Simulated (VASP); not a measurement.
# S (I4/mmm) in VASP: notebook

The runs below take S through single point, with PBEsol.

All numbers are computed with VASP 6.6.1; they aren't measurements. Logs are shortened: lines on timing, memory, paths and dates and some standing lists are left out, and cuts for length are marked.

## Step 1: The cell of the first run

Symmetry: I4/mmm, No. 139, tetragonal system. Conventional cell: a = 2.750 Å, b = 2.750 Å, c = 3.989 Å, α = 90.00°, β = 90.00°, γ = 90.00°. S (site symmetry 4/mmm) has 12 S at 2.75 to 2.79 Å within 3.6 Å.

## Step 2: Single point, PBEsol (strain -0.025 along x and y, +0.000 along z)

Contents of INCAR:

```
  ALGO = Normal
  EDIFF = 1E-7
  ENCUT = 520
  GGA = PS
  ISIF = 2
  ISMEAR = 0
  LASPH = T
  LCHARG = F
  LREAL = F
  LWAVE = F
  NBANDS = 9
  NELM = 80
  PREC = Accurate
  SIGMA = 0.15
```

Contents of KPOINTS:

```
k-points
0
Gamma
  20 20 20
```

Contents of POSCAR:

```
S
1.0
    0.0000000000      1.9444915854      1.9943503440
    1.9444915854      0.0000000000      1.9943503440
    1.9444915854      1.9444915854      0.0000000000
S
1
Direct
    0.0000000000      0.0000000000      0.0000000000
```

Potentials or basis: VASP PAW PBE potentials, release 64 (S).

Command:

```console
$ cat potpaw_PBE.64/S/POTCAR > POTCAR
$ mpirun -np 1 vasp_std > vasp.out
```

OUTCAR:

```text
EDIFF = 1E-7
   ENCUT = 520
   GGA = PS
   ISIF = 2
   ISMEAR = 0
   LASPH = T
   LREAL = F
   NELM = 80
   PREC = Accurate

 ion  position               nearest neighbor table
   1  0.000  0.000  0.000-

  LATTYP: Found a body centered tetragonal cell.
 ALAT       =     2.7499263720
 C/A-ratio  =     1.4504754486

  Lattice vectors:

 A1 = (  -1.9444915854,   0.0000000000,   1.9943503440)
 A2 = (   1.9444915854,   0.0000000000,   1.9943503440)
 A3 = (   0.0000000000,   1.9444915854,  -1.9943503440)

Analysis of symmetry for initial positions (statically):
=====================================================================
 Subroutine PRICEL returns:
 Original cell was already a primitive cell.

 Routine SETGRP: Setting up the symmetry group for a
 body centered tetragonal supercell.

 Subroutine GETGRP returns: Found 16 space group operations
 (whereof 16 operations were pure point group operations)
 out of a pool of 16 trial point group operations.

The static configuration has the point symmetry D_4h.

Analysis of symmetry for dynamics (positions and initial velocities):
=====================================================================
 Subroutine PRICEL returns:
 Original cell was already a primitive cell.

 Routine SETGRP: Setting up the symmetry group for a
 body centered tetragonal supercell.

 Subroutine GETGRP returns: Found 16 space group operations
 (whereof 16 operations were pure point group operations)
 out of a pool of 16 trial point group operations.

The dynamic configuration has the point symmetry D_4h.

 Subroutine INISYM returns: Found 16 space group operations
 (whereof 16 operations are pure point group operations),
 and found     1 'primitive' translations

----------------------------------------------------------------------------------------

                                     Primitive cell

  volume of cell :      15.0815

  direct lattice vectors                    reciprocal lattice vectors
     0.000000000  1.944491585  1.994350344    -0.257136623  0.257136623  0.250708208
     1.944491585  0.000000000  1.994350344     0.257136623 -0.257136623  0.250708208
     1.944491585  1.944491585  0.000000000     0.257136623  0.257136623 -0.250708208

  length of vectors
     2.785404965  2.785404965  2.749926372     0.441693436  0.441693436  0.441693436

  position of ions in fractional coordinates (direct lattice)
     0.000000000  0.000000000  0.000000000

  ion indices of the primitive-cell ions
   primitive index   ion index
                 1           1

----------------------------------------------------------------------------------------

 KPOINTS: k-points

Automatic generation of k-mesh.
 Grid dimensions read from file:
 generate k-points for:   20   20   20

 Generating k-lattice:

  Cartesian coordinates                     Fractional coordinates (reciprocal lattice)
    -0.012856831  0.012856831  0.012535410     0.050000000  0.000000000  0.000000000
     0.012856831 -0.012856831  0.012535410     0.000000000  0.050000000  0.000000000
     0.012856831  0.012856831 -0.012535410     0.000000000  0.000000000  0.050000000

  Length of vectors
     0.022084672  0.022084672  0.022084672

  Shift w.r.t. Gamma in fractional coordinates (k-lattice)
     0.000000000  0.000000000  0.000000000

 Subroutine IBZKPT returns following result:
 ===========================================

 Found    641 irreducible k-points:

 Following reciprocal coordinates:
            Coordinates               Weight
  0.000000  0.000000  0.000000      1.000000
  0.050000 -0.000000  0.000000      8.000000
  0.100000  0.000000  0.000000      8.000000
  0.150000 -0.000000  0.000000      8.000000
  0.200000  0.000000  0.000000      8.000000
  0.250000  0.000000  0.000000      8.000000
[... 16 lines left out ...]
 -0.400000  0.050000  0.000000      8.000000
 -0.350000  0.050000  0.000000      8.000000
 [... further k-points ...]
   k-points           NKPTS =    641   k-points in BZ     NKDIM =    641   number of bands    NBANDS=      9
   number of dos      NEDOS =    301   number of ions     NIONS =      1
   total plane-waves  NPLWV =  11520
   dimension x,y,z NGX =    24 NGY =   24 NGZ =   20
   dimension x,y,z NGXF=    48 NGYF=   48 NGZF=   40
   ions per type =               1
   NGX,Y,Z   is equivalent  to a cutoff of  14.32, 14.32, 12.09 a.u.
   NGXF,Y,Z  is equivalent  to a cutoff of  28.65, 28.65, 24.18 a.u.
 SYSTEM =  unknown system
   PREC   = accura    normal or accurate (medium, high low for compatibility)
   ISTART =      0    job   : 0-new  1-cont  2-samecut
   ICHARG =      2    charge: 1-file 2-atom 10-const
   ISPIN  =      1    spin polarized calculation?
   LNONCOLLINEAR =      F non collinear calculations
   LSORBIT =      F    spin-orbit coupling
   LASPH  =      T    aspherical Exc in radial PAW
   ENCUT  =  520.0 eV  38.22 Ry    6.18 a.u.   5.18  5.18  5.11*2*pi/ulx,y,z
   NELM   =     80;   NELMIN=  2; NELMDL= -5     # of ELM steps
   EDIFF  = 0.1E-06   stopping-criterion for ELM
   LREAL  =      F    real-space projection
   EDIFFG = 0.1E-05   stopping-criterion for IOM
   NSW    =      0    number of steps for IOM
   IBRION =     -1    ionic relax: 0-MD 1-quasi-New 2-CG
   NFREE  =      0    steps in history (QN), initial steepest desc. (CG)
   ISIF   =      2    stress and relaxation
   ISYM   =      2    0-nonsym 1-usesym 2-fastsym
   POTIM  = 0.5000    time-step for ionic-motion
   TEBEG  =    0.0;   TEEND  =   0.0 temperature during run
   PSTRESS=    0.0 pullay stress
   NELECT =       6.0000    total number of electrons
   NUPDOWN=      -1.0000    fix difference up-down
   EMIN   =  10.00;   EMAX   =-10.00  energy-range for DOS
   EFERMI =   0.00;   METHOD = LEGACY
   ISMEAR =     0;   SIGMA  =   0.15  broadening in eV -4-tet -1-fermi 0-gaus
   EFERMI_NEDOS =   21; number of points for ismear=-14 and -15
   IALGO  =     38    algorithm
   IMIX   =      4    mixing-type and parameters
     AMIX     =   0.40;   BMIX     =  1.00
     AMIX_MAG =   1.60;   BMIX_MAG =  1.00
  volume/ion in A,a.u.               =      15.08       101.77
  Fermi-wavevector in a.u.,A,eV,Ry     =   1.204049  2.275322 19.724819  1.449733
  Thomas-Fermi vector in A             =   2.339785
   LORBIT       =      0    0 simple, 1 ext, 2 COOP (PROOUT), +10 PAW based schemes
   GGA     = PS    functional components
   LHFCALC =     F    Hartree Fock is set to
   AEXX    =    0.0000 exact exchange contribution
   IVDW    =     0    specifies the selected vdW correction
   LEPSILON=     F    determine dielectric tensor
   LRPA    =     F    only Hartree local field effects (RPA)
 non-spin polarized calculation
 Gauss-broadening in eV      SIGMA  =   0.15
  energy-cutoff  :      520.00
  volume of cell :       15.08
 maximum number of plane-waves:       420
 NGX is ok and might be reduce to    24
   NGX = 11   NGY = 11   NGZ = 11

 number of electron       6.0000000 magnetization

 Free energy of the ion-electron system (eV)
  ---------------------------------------------------
  ext. energy  EPLUGINS =         0.00000000
  ---------------------------------------------------
  free energy    TOTEN  =        -3.34230081 eV

  energy without entropy =       -3.33422838  energy(sigma->0) =       -3.33826459

 E-fermi :   8.1305     XC(G=0): -11.5387

 val. band max:        8.1272231570   @ k =   0.5000   0.0000   0.1500
 cond. band min:       8.1316549381   @ k =  -0.4500   0.1500   0.0500
 fundamental gap:      0.0044317811
 Fermi energy:         8.1305332359

 k-point     1 :       0.0000    0.0000    0.0000
  band No.  band energies     occupation
      1      -9.1123      2.00000
      2      11.5928      0.00000
      3      11.6204      0.00000
      4      11.6204      0.00000
      5      20.0241      0.00000
      6      20.3782      0.00000
      7      20.3782      0.00000
      8      23.1232      0.00000
      9      25.4223      0.00000

 k-point     2 :       0.0500   -0.0000    0.0000
  band No.  band energies     occupation
      1      -9.0498      2.00000
      2      11.2405      0.00000
      3      11.5447      0.00000
      4      11.5762      0.00000
      5      20.0488      0.00000
      6      20.3543      0.00000
      7      20.4905      0.00000
      8      23.3223      0.00000
      9      25.2263      0.00000

 k-point     3 :       0.1000    0.0000    0.0000
  band No.  band energies     occupation
      1      -8.8629      2.00000
      2      10.2539      0.00000
      3      11.3868      0.00000
      4      11.4543      0.00000
      5      19.8155      0.00000
      6      20.5600      0.00000
      7      20.7917      0.00000
      8      23.9083      0.00000
      9      24.7902      0.00000

 k-point     4 :       0.1500   -0.0000    0.0000
  band No.  band energies     occupation
      1      -8.5536      2.00000
      2       8.8936      0.00000
      3      11.1631      0.00000
      4      11.2803      0.00000
      5      19.3928      0.00000
      6      20.8573      0.00000
      7      21.1573      0.00000
      8      24.4487      0.00000
      9      24.8653      0.00000

 k-point     5 :       0.2000    0.0000    0.0000
  band No.  band energies     occupation
      1      -8.1262      2.00000
      2       7.3583      2.00000
      3      10.9116      0.00000
      4      11.0841      0.00000
      5      18.9512      0.00000
      6      20.9122      0.00000
      7      21.3434      0.00000
      8      24.5703      0.00000
      9      24.8869      0.00000

 k-point     6 :       0.2500    0.0000    0.0000
  band No.  band energies     occupation
      1      -7.5881      2.00000
      2       5.7757      2.00000
      3      10.6638      0.00000
      4      10.8913      0.00000
      5      18.5529      0.00000
      6      20.6372      0.00000
      7      21.1671      0.00000
      8      25.2701      0.00000
      9      25.3541      0.00000
[... 169 lines left out ...]
 k-point    21 :       0.5000    0.0500    0.0000
  band No.  band energies     occupation
      1      -4.6412      2.00000
      2       0.3129      2.00000
      3       9.6859      0.00000
      4      10.2838      0.00000
      5      17.9738      0.00000
      6      18.9153      0.00000
      7      19.9219      0.00000
      8      25.7444      0.00000
      9      29.7978      0.00000

 k-point    22 :      -0.4500    0.0500    0.0000
  band No.  band energies     occupation
      1      -4.7184      2.00000
      2       0.4217      2.00000
      3       9.6156      0.00000
      4      10.3766      0.00000
      5      17.9738      0.00000
      6      19.0586      0.00000
      7      19.8557      0.00000
      8      25.7347      0.00000
      9      29.6168      0.00000

 k-point    23 :      -0.4000    0.0500    0.0000
  band No.  band energies     occupation
      1      -5.2350      2.00000
      2       1.1885      2.00000
      3       9.6090      0.00000
      4      10.5093      0.00000
      5      18.0369      0.00000
      6      19.3394      0.00000
      7      19.9406      0.00000
      8      25.8522      0.00000
      9      28.4537      0.00000

 k-point    24 :      -0.3500    0.0500    0.0000
  band No.  band energies     occupation
      1      -5.9362      2.00000
      2       2.3528      2.00000
      3       9.6693      0.00000
      4      10.6747      0.00000
      5      18.1664      0.00000
      6      19.7374      0.00000
      7      20.1712      0.00000
      8      26.0228      0.00000
      9      27.1332      0.00000

 [... further k-points ...]

------------------------ aborting loop because EDIFF is reached ----------------------------------------

  FORCE on cell =-STRESS in cart. coord.  units (eV):
  Direction    XX          YY          ZZ          XY          YZ          ZX
  --------------------------------------------------------------------------------------
  -------------------------------------------------------------------------------------
  Total       -0.1613224     -0.1613224      0.0581898      0.0000000      0.0000000     -0.0000000
  in kB      -17.1380567    -17.1380567      6.1817894      0.0000000      0.0000000     -0.0000000
  external PRESSURE =      -9.3647747 kB  Pullay stress =       0.0000000 kB

 VOLUME and BASIS-vectors are now :
 -----------------------------------------------------------------------------
  energy-cutoff  :      520.00
  volume of cell :       15.08
      direct lattice vectors                 reciprocal lattice vectors
     0.000000000  1.944491585  1.994350344    -0.257136623  0.257136623  0.250708208
     1.944491585  0.000000000  1.994350344     0.257136623 -0.257136623  0.250708208
     1.944491585  1.944491585  0.000000000     0.257136623  0.257136623 -0.250708208

 POSITION                                       TOTAL-FORCE (eV/Angst)
 -----------------------------------------------------------------------------------
      0.00000      0.00000      0.00000         0.000000      0.000000      0.000000
 -----------------------------------------------------------------------------------
    total drift:                                0.000000     -0.000000     -0.000000

  FREE ENERGIE OF THE ION-ELECTRON SYSTEM (eV)
  ---------------------------------------------------
  free  energy   TOTEN  =        -3.3423008087 eV

  energy  without entropy=       -3.3342283778  energy(sigma->0) =       -3.33826459
```

It took 20 s on 1 thread of Intel Xeon 6975P-C (Granite Rapids), shared host; peak memory 0.19 GiB.

Results:

```
Free energy            : -3.3423 eV
Pressure               : -0.9 GPa
Band gap on the k mesh : zero (bands 3 and 4 overlap by 6.35 eV)
```

Levels at points of the mesh, in eV from the Fermi level:
```
           k point  band 1  band 2  band 3  band 4  band 5  band 6
(0.00, 0.00, 0.00)  -17.24    3.46    3.49    3.49   11.89   12.25
(0.50, 0.00, 0.00)  -12.78   -7.92    1.89    2.27    9.50   11.10
(0.50, 0.50, 0.00)  -11.21   -6.99   -0.65   -0.65    5.41    5.74
(0.50, 0.00, 0.50)  -10.84   -6.78   -1.12   -0.86    5.01    5.53
```

Caveat: the cell differs from its parent crystal (strain -0.025 along x and y, +0.000 along z); the PAW data sets were made with another functional, which shifts forces and pressure a little.

## Step 3: Single point, PBEsol (strain +0.000 along x and y, -0.025 along z)

Contents of INCAR:

```
SYSTEM = S
PREC = Accurate
ENCUT = 520
EDIFF = 1E-6
ISMEAR = 0
SIGMA = 0.15
LREAL = .FALSE.
LASPH = .TRUE.
NELM = 80
ALGO = Normal
ISIF = 2
LWAVE = .FALSE.
LCHARG = .FALSE.
GGA = PS
NBANDS = 9
```

Contents of KPOINTS:

```
regular mesh
0
G
  20 20 20
  0 0 0
```

Contents of POSCAR:

```
S
1.0
    0.0000000000      1.9943503440      1.9444915854
    1.9943503440      0.0000000000      1.9444915854
    1.9943503440      1.9943503440      0.0000000000
S
1
Direct
    0.0000000000      0.0000000000      0.0000000000
```

Potentials or basis: VASP PAW PBE potentials, release 64 (S).

Command:

```console
$ cat potpaw_PBE.64/S/POTCAR > POTCAR
$ mpirun -np 1 vasp_std > vasp.out
```

It took 18 s on 1 thread of Intel Xeon 6975P-C (Granite Rapids), shared host; peak memory 0.19 GiB.

Results (log left out):

* Free energy: -3.3373 eV
* Pressure: -3.2 GPa
* Band gap on the k mesh: zero (bands 3 and 4 overlap by 6.15 eV)

Stress tensor (GPa, compression positive):
```
-2.46  0.00  0.00
 0.00 -2.46  0.00
 0.00  0.00 -4.57
```

Levels at points of the mesh, in eV from the Fermi level:
```csv
k point,band 1,band 2,band 3,band 4,band 5,band 6
"(0.00, 0.00, 0.00)",-16.97,3.34,3.34,3.35,12.01,12.01
"(0.50, 0.00, 0.00)",-12.68,-7.69,1.82,2.16,9.42,11.04
"(0.50, 0.50, 0.00)",-10.72,-6.50,-1.08,-1.08,4.96,5.57
"(0.50, 0.00, 0.50)",-11.06,-6.72,-0.86,-0.62,5.33,5.79
```

Caveat: the cell differs from its parent crystal (strain +0.000 along x and y, -0.025 along z); the cell stands under tension; the PAW data sets were made with another functional, which shifts forces and pressure a little.
